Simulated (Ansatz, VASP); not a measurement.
# Y in VASP and in Ansatz

File INCAR:

```
SYSTEM = Y
ALGO = Fast ; EDIFF = 1E-7
ENCUT = 520 ; GGA = PS
ISIF = 2 ; ISMEAR = -1
LASPH = .TRUE. ; LCHARG = .TRUE.
LELF = .TRUE. ; LREAL = .FALSE.
LVHAR = .TRUE. ; LWAVE = .FALSE.
NBANDS = 18 ; NELM = 80
PREC = Accurate ; SIGMA = 0.05
```

KPOINTS

```
k-points
0
G
  8 8 5
  0 0 0
```

The input POSCAR:

```
Y
1.0
    3.6229200678      0.0000000000      0.0000000000
   -1.8114600339      3.1375408146      0.0000000000
    0.0000000000      0.0000000000      5.6921384384
Y
2
Direct
    0.6666666667      0.3333333333      0.7500000000
    0.3333333333      0.6666666667      0.2500000000
```

input.yaml

```yaml
crystal:
  lattice:
    - [3.6229200678, 0.0, 0.0]
    - [-1.8114600339, 3.1375408146, 0.0]
    - [0.0, 0.0, 5.6921384384]
  atoms:
    - { symbol: "Y", position: [0.6666666667, 0.3333333333, 0.75] }
    - { symbol: "Y", position: [0.3333333333, 0.6666666667, 0.25] }
hamiltonian:
  xc: pbesol
  pseudopotentials: { kind: paw }
kpoints:
  mp_grid: { grid: [8, 8, 5] }
scf:
  occupations: { method: fermi_dirac, width: 0.05 }
output:
  forces: true
  stress: true
  eigenvalues: true
```

Alike in both runs: task single point; functional PBEsol; k mesh 8 × 8 × 5; occupations fermi-dirac, width 0.05 eV; no spin polarisation.

|  | VASP | Ansatz |
| --- | --- | --- |
| version | VASP 6.6.1 | Ansatz 0.2.0 |
| potentials or method | VASP PAW PBE potentials, release 64 (Y_sv) | Ansatz PAW |
| plane-wave cutoff (eV) | 520 | 420 |
| valence electrons in the cell | 22 | 22 |

Ansatz gave:

```
gap on the k mesh at the Fermi level (eV)                     : none
pressure (GPa)                                                : -1.3
traceless stress, the component that is largest in VASP (GPa) : -0.29
```

Problem. Which values does VASP return?

Solution. gap on the k mesh at the Fermi level (eV): none; pressure (GPa): -1.4; traceless stress, the component that is largest in VASP (GPa): -0.29.

VASP's potentials were made for PBE, not for PBEsol. A gap of «none» marks a metal or a gap that the smearing closes. The functional is the same, so the differences come from potentials, cutoffs and numerics.
